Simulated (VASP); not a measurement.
## GaF: single point with PBE

GaF:

```
CELL_PARAMETERS angstrom
0.00000 2.52435 2.52435
2.52435 0.00000 2.52435
2.52435 2.52435 0.00000
ATOMIC_POSITIONS crystal
Ga 0.25000 0.25000 0.25000
F 0.00000 0.00000 0.00000
```

```yaml
Program: VASP 6.6.1
Task: single point
Functional: PBE
Potentials_or_basis: VASP PAW PBE potentials, release 64 (Ga_d, F)
Cutoff: 600 eV
k_mesh: 9 × 9 × 9
Occupations: fermi-dirac, width 0.05 eV
Spin: no spin polarisation
Dipole_correction: no
Further_INCAR_settings: ALGO = Normal; EDIFF = 1e-06; NBANDS = 17
```

```
Pressure               : 19.8 GPa
Band gap on the k mesh : 0.64 eV
```

Levels at points of the mesh, in eV from the valence-band top:
```
           k point  band 8  band 9  band 10  band 11  band 12  band 13
(0.00, 0.00, 0.00)   -6.13   -6.13    -5.74     6.68     6.68     6.68
```

Wall time 26 s on 1 thread of Intel(R) Xeon(R) Platinum 8259CL CPU @ 2.50GHz (Skylake/Cascade Lake), with other jobs on the host, peak memory 0.17 GiB.

Caveat: the cell stands under pressure; semilocal functionals underestimate gaps, and a narrow one can read as zero; an odd mesh through Γ misses points on the zone boundary, where band edges can lie.
